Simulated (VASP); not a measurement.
# TiSi2 (Immm) in VASP: a series of runs

The runs below take TiSi2 through single point, relaxation of cell and atoms, with PBE-based screened hybrid with 25 % exact exchange, PBEsol.

Program: VASP 6.6.1. These are calculated values, not measurements. Logs are shortened: lines on timing, memory, paths and dates and some standing lists are left out, and cuts for length are marked.

### 1 The cell of the first run

It takes space group Immm (No. 71, orthorhombic). The conventional cell has a = 2.946 Å, b = 3.424 Å, c = 8.424 Å, α = 90.00°, β = 90.00°, γ = 90.00°. Ti (site symmetry mmm) has 10 Si at 2.67 to 2.78 Å and 4 Ti at 2.95 to 3.42 Å within 3.5 Å. Si (site symmetry mm2) has 9 Si at 2.63 to 3.42 Å and 5 Ti at 2.67 to 2.78 Å within 3.5 Å.

### 2 Single point, PBE-based screened hybrid with 25 % exact exchange

Input file POSCAR:

```
TiSi2
1.0
   -1.4728720000      1.7121300000      4.2120830000
    1.4728720000     -1.7121300000      4.2120830000
    1.4728720000      1.7121300000     -4.2120830000
Ti Si
1 2
Direct
    0.0000000000      0.0000000000      0.0000000000
    0.6700780000      0.6700780000      0.0000000000
    0.3299220000      0.3299220000      0.0000000000
```

Input file INCAR.step1:

```
  PREC = Accurate
  ENCUT = 520
  EDIFF = 1E-5
  ISMEAR = -1
  SIGMA = 0.05
  LREAL = False
  LASPH = True
  NELM = 80
  ALGO = Normal
  ISIF = 2
  LWAVE = True
  LCHARG = False
  NBANDS = 17
  GGA = PE
  LUSENCCL = False
```

Input file INCAR.step2:

```
  PREC = Accurate
  ENCUT = 520
  EDIFF = 1E-7
  ISMEAR = -1
  SIGMA = 0.05
  LREAL = False
  LASPH = True
  NELM = 80
  ALGO = Normal
  ISIF = 2
  LWAVE = False
  LCHARG = False
  GGA = PE
  LHFCALC = True
  AEXX = 0.25
  HFSCREEN = 0.1
  PRECFOCK = Normal
  NBANDS = 17
  ISTART = 1
  LUSENCCL = False
```

Input file KPOINTS:

```
regular mesh
0
Gamma
  6 6 6
```

Potentials or basis: VASP PAW PBE potentials, release 64 (Ti_sv, Si).

Launch:

```bash
cat potpaw_PBE.64/Ti_sv/POTCAR potpaw_PBE.64/Si/POTCAR > POTCAR
cp INCAR.step1 INCAR
mpirun -np 1 vasp_std > vasp.out
cp INCAR.step2 INCAR
mpirun -np 1 vasp_std > vasp.out
```

OUTCAR:

```text
PREC = Accurate
   ENCUT = 520
   EDIFF = 1E-7
   ISMEAR = -1
   LREAL = False
   LASPH = True
   NELM = 80
   ISIF = 2
   GGA = PE
   LHFCALC = True
   AEXX = 0.25
   HFSCREEN = 0.1
   PRECFOCK = Normal
   ISTART = 1

 ion  position               nearest neighbor table
   1  0.000  0.000  0.000-   2 2.67   2 2.67   2 2.67   3 2.67   2 2.67   3 2.67   3 2.67   3 2.67
                             2 2.78   3 2.78
   2  0.670  0.670  0.000-   3 2.63   3 2.63   3 2.63   3 2.63   1 2.67   1 2.67   1 2.67   1 2.67
                             1 2.78   3 2.87
   3  0.330  0.330  0.000-   2 2.63   2 2.63   2 2.63   2 2.63   1 2.67   1 2.67   1 2.67   1 2.67
                             1 2.78   2 2.87

  LATTYP: Found a body centered orthorhombic cell.
 ALAT       =     2.9457440000
 B/A-ratio  =     1.1624431723
 C/A-ratio  =     2.8597753233

  Lattice vectors:

 A1 = (  -1.4728720000,   1.7121300000,   4.2120830000)
 A2 = (   1.4728720000,  -1.7121300000,   4.2120830000)
 A3 = (   1.4728720000,   1.7121300000,  -4.2120830000)

Analysis of symmetry for initial positions (statically):
=====================================================================
 Subroutine PRICEL returns:
 Original cell was already a primitive cell.

 Routine SETGRP: Setting up the symmetry group for a
 body centered orthorhombic supercell.

 Subroutine GETGRP returns: Found  8 space group operations
 (whereof  8 operations were pure point group operations)
 out of a pool of  8 trial point group operations.

The static configuration has the point symmetry D_2h.

Analysis of symmetry for dynamics (positions and initial velocities):
=====================================================================
 Subroutine PRICEL returns:
 Original cell was already a primitive cell.

 Routine SETGRP: Setting up the symmetry group for a
 body centered orthorhombic supercell.

 Subroutine GETGRP returns: Found  8 space group operations
 (whereof  8 operations were pure point group operations)
 out of a pool of  8 trial point group operations.

The dynamic configuration has the point symmetry D_2h.

 Subroutine INISYM returns: Found  8 space group operations
 (whereof  8 operations are pure point group operations),
 and found     1 'primitive' translations

----------------------------------------------------------------------------------------

                                     Primitive cell

  volume of cell :      42.4873

  direct lattice vectors                    reciprocal lattice vectors
    -1.472872000  1.712130000  4.212083000     0.000000000  0.292033899  0.118706113
     1.472872000 -1.712130000  4.212083000     0.339472812  0.000000000  0.118706113
     1.472872000  1.712130000 -4.212083000     0.339472812  0.292033899  0.000000000

  length of vectors
     4.779370698  4.779370698  4.779370698     0.315237909  0.359628880  0.447800836

  position of ions in fractional coordinates (direct lattice)
     0.000000000  0.000000000  0.000000000
     0.670078000  0.670078000  0.000000000
     0.329922000  0.329922000  0.000000000

  ion indices of the primitive-cell ions
   primitive index   ion index
                 1           1
                 2           2
                 3           3

----------------------------------------------------------------------------------------

 KPOINTS: regular mesh

Automatic generation of k-mesh.
 Grid dimensions read from file:
 generate k-points for:    6    6    6

 Generating k-lattice:

  Cartesian coordinates                     Fractional coordinates (reciprocal lattice)
     0.000000000  0.048672317  0.019784352     0.166666667  0.000000000  0.000000000
     0.056578802  0.000000000  0.019784352     0.000000000  0.166666667 -0.000000000
     0.056578802  0.048672317  0.000000000     0.000000000 -0.000000000  0.166666667

  Length of vectors
     0.052539652  0.059938147  0.074633473

  Shift w.r.t. Gamma in fractional coordinates (k-lattice)
     0.000000000  0.000000000  0.000000000

 Subroutine IBZKPT returns following result:
 ===========================================

 Found     46 irreducible k-points:

 Following reciprocal coordinates:
            Coordinates               Weight
  0.000000  0.000000  0.000000      1.000000
  0.166667  0.000000  0.000000      4.000000
  0.333333  0.000000  0.000000      4.000000
  0.500000  0.000000  0.000000      2.000000
  0.000000  0.166667  0.000000      4.000000
  0.166667  0.166667  0.000000      8.000000
[... 16 lines left out ...]
 -0.166667  0.166667  0.166667      2.000000
  0.166667  0.333333  0.166667      4.000000
 [... further k-points ...]
   k-points           NKPTS =     46   k-points in BZ     NKDIM =    216   number of bands    NBANDS=     17
   number of dos      NEDOS =    301   number of ions     NIONS =      3
   total plane-waves  NPLWV =  46656
   dimension x,y,z NGX =    36 NGY =   36 NGZ =   36
   dimension x,y,z NGXF=    72 NGYF=   72 NGZF=   72
   ions per type =               1   2
   NGX,Y,Z   is equivalent  to a cutoff of  12.52, 12.52, 12.52 a.u.
   NGXF,Y,Z  is equivalent  to a cutoff of  25.04, 25.04, 25.04 a.u.
 SYSTEM =  unknown system
   PREC   = accura    normal or accurate (medium, high low for compatibility)
   ISTART =      1    job   : 0-new  1-cont  2-samecut
   ICHARG =      0    charge: 1-file 2-atom 10-const
   ISPIN  =      1    spin polarized calculation?
   LNONCOLLINEAR =      F non collinear calculations
   LSORBIT =      F    spin-orbit coupling
   LASPH  =      T    aspherical Exc in radial PAW
   ENCUT  =  520.0 eV  38.22 Ry    6.18 a.u.   8.89  8.89  8.89*2*pi/ulx,y,z
   NELM   =     80;   NELMIN=  2; NELMDL=  0     # of ELM steps
   EDIFF  = 0.1E-06   stopping-criterion for ELM
   LREAL  =      F    real-space projection
   EDIFFG = 0.1E-05   stopping-criterion for IOM
   NSW    =      0    number of steps for IOM
   IBRION =     -1    ionic relax: 0-MD 1-quasi-New 2-CG
   NFREE  =      0    steps in history (QN), initial steepest desc. (CG)
   ISIF   =      2    stress and relaxation
   ISYM   =      3    0-nonsym 1-usesym 2-fastsym
   POTIM  = 0.5000    time-step for ionic-motion
   TEBEG  =    0.0;   TEEND  =   0.0 temperature during run
   PSTRESS=    0.0 pullay stress
   NELECT =      20.0000    total number of electrons
   NUPDOWN=      -1.0000    fix difference up-down
   EMIN   =  10.00;   EMAX   =-10.00  energy-range for DOS
   EFERMI =   0.00;   METHOD = LEGACY
   ISMEAR =    -1;   SIGMA  =   0.05  broadening in eV -4-tet -1-fermi 0-gaus
   EFERMI_NEDOS =   21; number of points for ismear=-14 and -15
   IALGO  =     38    algorithm
   IMIX   =      1    mixing-type and parameters
     AMIX     =   0.40;   BMIX     =  1.00
     AMIX_MAG =   1.60;   BMIX_MAG =  1.00
  volume/ion in A,a.u.               =      14.16        95.57
  Fermi-wavevector in a.u.,A,eV,Ry     =   1.273499  2.406564 22.065925  1.621800
  Thomas-Fermi vector in A             =   2.406319
   LORBIT       =      0    0 simple, 1 ext, 2 COOP (PROOUT), +10 PAW based schemes
   GGA     = PE    functional components
   LHFCALC =     T    Hartree Fock is set to
   PRECFOCK=normal    Normal, Fast or Accurate (Low or Medium for compatibility)
   ENCUT4O =  -1.0   cutoff for four orbital integrals eV
   NKREDX  =     1    reduce k-point grid by
   NKREDY  =     1    reduce k-point grid by
   NKREDZ  =     1    reduce k-point grid by
   AEXX    =    0.2500 exact exchange contribution
   HFSCREEN=    0.1000 screening length (either q_TF or 0.3 A-1)
   HFSCREENC=   0.1000 screening length for correlation (either q_TF or 0.3 A-1)
   ENCUTFOCK=  -1.0 apply spherical cutoff to Coloumb kernel
   IVDW    =     0    specifies the selected vdW correction
   LEPSILON=     F    determine dielectric tensor
   LRPA    =     F    only Hartree local field effects (RPA)
 non-spin polarized calculation
  energy-cutoff  :      520.00
  volume of cell :       42.49
 maximum number of plane-waves:      1170
  NGX = 28; NGY = 28; NGZ = 28

 number of electron      19.9999998 magnetization

 Free energy of the ion-electron system (eV)
  ---------------------------------------------------
  ext. energy  EPLUGINS =         0.00000000
  ---------------------------------------------------
  free energy    TOTEN  =       -24.15550065 eV

  energy without entropy =      -24.15041896  energy(sigma->0) =      -24.15295981

 E-fermi :   9.9457     XC(G=0):  -9.3956

 val. band max:        9.8461755226   @ k =   0.1667   0.5000   0.0000
 cond. band min:      10.0097961619   @ k =   0.3333  -0.3333   0.1667
 fundamental gap:      0.1636206393
 Fermi energy:         9.9457202561

 k-point     1 :       0.0000    0.0000    0.0000
  band No.  band energies     occupation
      1     -51.4090      2.00000
      2     -26.0985      2.00000
      3     -26.0925      2.00000
      4     -25.8017      2.00000
      5      -4.5160      2.00000
      6       4.2141      2.00000
[... 9 lines left out ...]
     16      16.5029      0.00000
     17      16.5890      0.00000

 k-point     2 :       0.1667    0.0000    0.0000
  band No.  band energies     occupation
      1     -51.4071      2.00000
      2     -26.1235      2.00000
      3     -26.0953      2.00000
      4     -25.8002      2.00000
      5      -4.0664      2.00000
      6       3.3383      2.00000
[... 9 lines left out ...]
     16      16.7434      0.00000
     17      17.1102      0.00000

 k-point     3 :       0.3333    0.0000    0.0000
  band No.  band energies     occupation
      1     -51.4033      2.00000
      2     -26.1831      2.00000
      3     -26.0884      2.00000
      4     -25.7973      2.00000
      5      -2.7765      2.00000
      6       1.5014      2.00000
[... 9 lines left out ...]
     16      18.0758      0.00000
     17      18.9375      0.00000

 k-point     4 :       0.5000    0.0000    0.0000
  band No.  band energies     occupation
      1     -51.4014      2.00000
      2     -26.2120      2.00000
      3     -26.0849      2.00000
      4     -25.7959      2.00000
      5      -0.9692      2.00000
      6      -0.6433      2.00000
[... 9 lines left out ...]
     16      18.0145      0.00000
     17      18.0441      0.00000
[... 343 lines left out ...]
      1     -51.3713      2.00000
      2     -26.1656      2.00000
      3     -26.0818      2.00000
      4     -26.0455      2.00000
      5       0.6033      2.00000
      6       1.4039      2.00000
[... 9 lines left out ...]
     16      16.7042      0.00000
     17      17.4740      0.00000

 k-point    23 :      -0.1667    0.1667    0.1667
  band No.  band energies     occupation
      1     -51.3786      2.00000
      2     -26.0956      2.00000
      3     -26.0604      2.00000
      4     -26.0581      2.00000
      5      -2.4304      2.00000
      6       3.9497      2.00000
[... 9 lines left out ...]
     16      16.2624      0.00000
     17      17.7738      0.00000

 k-point    24 :       0.1667    0.3333    0.1667
  band No.  band energies     occupation
      1     -51.3630      2.00000
      2     -26.1786      2.00000
      3     -26.1250      2.00000
      4     -26.0362      2.00000
      5       1.2706      2.00000
      6       1.9839      2.00000
[... 9 lines left out ...]
     16      16.0481      0.00000
     17      17.2093      0.00000

 [... further k-points ...]
[... 5 lines left out ...]
  --------------------------------------------------------------------------------------
  -------------------------------------------------------------------------------------
  Total       -0.6491204     -0.9518422     -1.3524234      0.0000000      0.0000000      0.0000000
  in kB      -24.4780693    -35.8935877    -50.9993472      0.0000000      0.0000000      0.0000000
  external PRESSURE =     -37.1236681 kB  Pullay stress =       0.0000000 kB

 VOLUME and BASIS-vectors are now :
 -----------------------------------------------------------------------------
  energy-cutoff  :      520.00
  volume of cell :       42.49
      direct lattice vectors                 reciprocal lattice vectors
    -1.472872000  1.712130000  4.212083000     0.000000000  0.292033899  0.118706113
     1.472872000 -1.712130000  4.212083000     0.339472812  0.000000000  0.118706113
     1.472872000  1.712130000 -4.212083000     0.339472812  0.292033899  0.000000000

 POSITION                                       TOTAL-FORCE (eV/Angst)
 -----------------------------------------------------------------------------------
      0.00000      0.00000      0.00000         0.000000      0.000000     -0.000000
      0.00000      0.00000      5.64485         0.000000     -0.000000      0.179837
      0.00000      0.00000      2.77932         0.000000     -0.000000     -0.179837
 -----------------------------------------------------------------------------------
    total drift:                                0.000000      0.000000      0.000000

  FREE ENERGIE OF THE ION-ELECTRON SYSTEM (eV)
  ---------------------------------------------------
  free  energy   TOTEN  =       -24.1555006498 eV

  energy  without entropy=      -24.1504189644  energy(sigma->0) =      -24.15295981
```

Run time: 29 min. Hardware: 1 × NVIDIA H100 80GB with 1 thread of AMD EPYC 7R13 (Zen 3), shared host; peak memory 1.3 GiB.

What came out:

* Free energy: -24.1555 eV
* Pressure: -3.7 GPa
* Largest force: 0.180 eV/Å
* Band gap on the k mesh: zero (bands 10 and 11 overlap by 3.40 eV)

Forces on the atoms (eV/Å):
```
Ti   0.000  0.000  0.000
Si   0.000  0.000  0.180
Si   0.000  0.000 -0.180
```

Caveat: the k points lie up to 0.38 Å⁻¹ apart, too coarse for converged energies and pressures of a metal; the PAW data sets were made with another functional, which shifts forces and pressure a little.

### 3 Single point, PBE-based screened hybrid with 25 % exact exchange

POSCAR is that of step 2.

Input file INCAR.step1:

```
PREC = Accurate
ENCUT = 520
EDIFF = 1E-5
ISMEAR = -1
SIGMA = 0.05
LREAL = F
LASPH = T
NELM = 80
ALGO = Normal
ISIF = 2
LWAVE = T
LCHARG = F
GGA = PE
NBANDS = 17
LUSENCCL = F
```

Input file INCAR.step2:

```
PREC = Accurate
ENCUT = 520
EDIFF = 1E-6
ISMEAR = -1
SIGMA = 0.05
LREAL = F
LASPH = T
NELM = 80
ALGO = Normal
ISIF = 2
LWAVE = F
LCHARG = F
GGA = PE
LHFCALC = T
AEXX = 0.25
HFSCREEN = 0.15
PRECFOCK = Normal
ISTART = 1
NBANDS = 17
LUSENCCL = F
```

Input file KPOINTS:

```
Automatic mesh
0
Gamma
  6 6 6
```

Potentials or basis: VASP PAW PBE potentials, release 64 (Ti_sv, Si).

Launch:

```bash
cat potpaw_PBE.64/Ti_sv/POTCAR potpaw_PBE.64/Si/POTCAR > POTCAR
cp INCAR.step1 INCAR
mpirun -np 1 vasp_std > vasp.out
cp INCAR.step2 INCAR
mpirun -np 1 vasp_std > vasp.out
```

Run time: 22 min. Hardware: 1 × NVIDIA H100 80GB with 1 thread of AMD EPYC 7R13 (Zen 3), shared host; peak memory 1.3 GiB.

The run converged. Its results:

```yaml
Free_energy: -23.6625 eV
Pressure: -3.5 GPa
Largest_force: 0.176 eV/Å
Band_gap_on_the_k_mesh: zero (bands 10 and 11 overlap by 3.21 eV)
```

Forces on the atoms (eV/Å):
```
Ti   0.000  0.000  0.000
Si   0.000  0.000  0.176
Si   0.000  0.000 -0.176
```

Stress tensor (GPa, compression positive):
```
-1.72  0.00  0.00
 0.00 -3.75  0.00
 0.00  0.00 -5.08
```

Levels at points of the mesh, in eV from the Fermi level:
```tsv
k point	band 7	band 8	band 9	band 10	band 11	band 12	band 13	band 14
(0.00, 0.00, 0.00)	-4.95	-2.60	-1.01	1.18	2.50	3.31	3.54	4.67
(0.50, 0.00, 0.00)	-5.20	-4.59	-1.02	1.59	2.85	3.40	4.36	4.56
(0.00, 0.50, 0.00)	-4.38	-4.12	-1.18	-0.59	1.39	3.20	4.22	4.54
(0.50, 0.50, 0.00)	-5.93	-5.41	-3.47	-1.64	-1.17	3.13	3.75	3.94
(0.50, 0.50, 0.50)	-1.64	-1.61	-0.50	0.77	2.77	2.95	3.37	4.18
```

Caveat: the k points lie up to 0.38 Å⁻¹ apart, too coarse for converged energies and pressures of a metal; the PAW data sets were made with another functional, which shifts forces and pressure a little.

(Part 1 of 3 ends here.)

The gap in the log of VASP goes by the Fermi energy; the results here count the filled bands.